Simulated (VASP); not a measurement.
Runs of VASP 6.6.1 on MoS2 (lda). The structure is that of space group P6_3/mmc (No. 194), or close to it. The cells are those of the table. 

| task | cell | k mesh | cutoff (eV) | smearing | gap on the mesh (eV) | pressure (GPa) | largest force (eV/Å) |
| --- | --- | --- | --- | --- | --- | --- | --- |
| single point | a = 3.122, b = 3.122, c = 12.083 Å, angles 90.0, 90.0, 120.0°, 6 atoms | 12 × 12 × 4 | 520 | gaussian 0.02 eV | 0.74 | 0.1 | 0.02 |
| single point | a = 3.122, b = 3.122, c = 12.083 Å, angles 90.0, 90.0, 120.0°, 6 atoms | 12 × 12 × 2 | 520 | gaussian 0.02 eV | 0.74 | 0.1 | 0.02 |
| relaxation of cell and atoms | relaxed from a = 3.192, b = 3.192, c = 13.378 Å, angles 90.0, 90.0, 120.0°, 6 atoms | 12 × 12 × 2 | 600 | gaussian 0.02 eV | 0.74 | 0.0 | - |
| single point | a = 3.192, b = 3.192, c = 13.378 Å, angles 90.0, 90.0, 120.0°, 6 atoms | 6 × 6 × 2 | 520 | gaussian 0.1 eV | 1.19 | -7.1 | (a) |

Alike in all rows: level LDA; potentials or basis VASP PAW LDA potentials, release 64 (Mo_sv, S); no spin polarisation.

Task: Fill in the values left out.

Result: (a) 0.57.

A k mesh can miss the band edges, and the runs leave out spin-orbit coupling on Mo.
